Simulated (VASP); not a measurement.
Wanted: the native input for a VASP 6.6.1 run.

```
Task                   : single point
Functional             : r2SCAN
Potentials or basis    : VASP PAW PBE potentials, release 64 (Cd, O)
Cutoff                 : 520 eV
k mesh                 : 15 × 15 × 16
Occupations            : gaussian, width 0.1 eV
Spin                   : no spin polarisation
Dipole correction      : no
Further INCAR settings : ALGO = Normal; EDIFF = 1e-06; NBANDS = 19
```

The system is CdO2.

```xyz
3
Lattice="3.5929 0.0000 0.0000 -1.7965 3.1116 0.0000 0.0000 0.0000 2.9977" Properties=species:S:1:pos:R:3 pbc="T T T"
Cd    0.0000    0.0000    0.0000
O     0.0000    2.0744    1.4988
O     1.7965    1.0372    1.4988
```

One way to write it, as run:

POSCAR

```
CdO2
1.0
    3.5929159391      0.0000000000      0.0000000000
   -1.7964579695      3.1115564770      0.0000000000
    0.0000000000      0.0000000000      2.9976721140
Cd O
1 2
Direct
    0.0000000000      0.0000000000      0.0000000000
    0.3333333333      0.6666666667      0.5000000000
    0.6666666667      0.3333333333      0.5000000000
```

INCAR.step1

```
  PREC = Accurate
  ENCUT = 520
  ISMEAR = 0
  SIGMA = 0.1
  LREAL = F
  LASPH = T
  NELM = 100
  NBANDS = 19
  GGA = PE
  ALGO = Normal
  EDIFF = 1E-4
  LWAVE = T
  LCHARG = F
```

INCAR.step2

```
  PREC = Accurate
  ENCUT = 520
  EDIFF = 1E-6
  ISMEAR = 0
  SIGMA = 0.1
  LREAL = F
  LASPH = T
  NELM = 100
  ALGO = Normal
  ISIF = 2
  LWAVE = F
  LCHARG = T
  METAGGA = R2SCAN
  LMIXTAU = T
  LELF = T
  LVHAR = T
  NBANDS = 19
  ISTART = 1
```

KPOINTS

```
Automatic mesh
0
Gamma
  15 15 16
```

Potentials or basis: VASP PAW PBE potentials, release 64 (Cd, O).

Run with:

```bash
$ cat potpaw_PBE.64/Cd/POTCAR potpaw_PBE.64/O/POTCAR > POTCAR
$ cp INCAR.step1 INCAR
$ mpirun -np 1 vasp_std > vasp.out
$ cp INCAR.step2 INCAR
$ mpirun -np 1 vasp_std > vasp.out
```

It gave:

| Item | Value |
| --- | --- |
| Pressure | 1.1 GPa |
| Band gap on the k mesh | zero (band 12 reaches 2.82 eV, above the bottom of band 13 at 2.02 eV) |

Caveat: the PAW data sets were made with another functional, which shifts forces and pressure a little.

It used 620 s of CPU time on 1 thread of AMD EPYC 7R13 Processor (Zen 3), on a shared host.
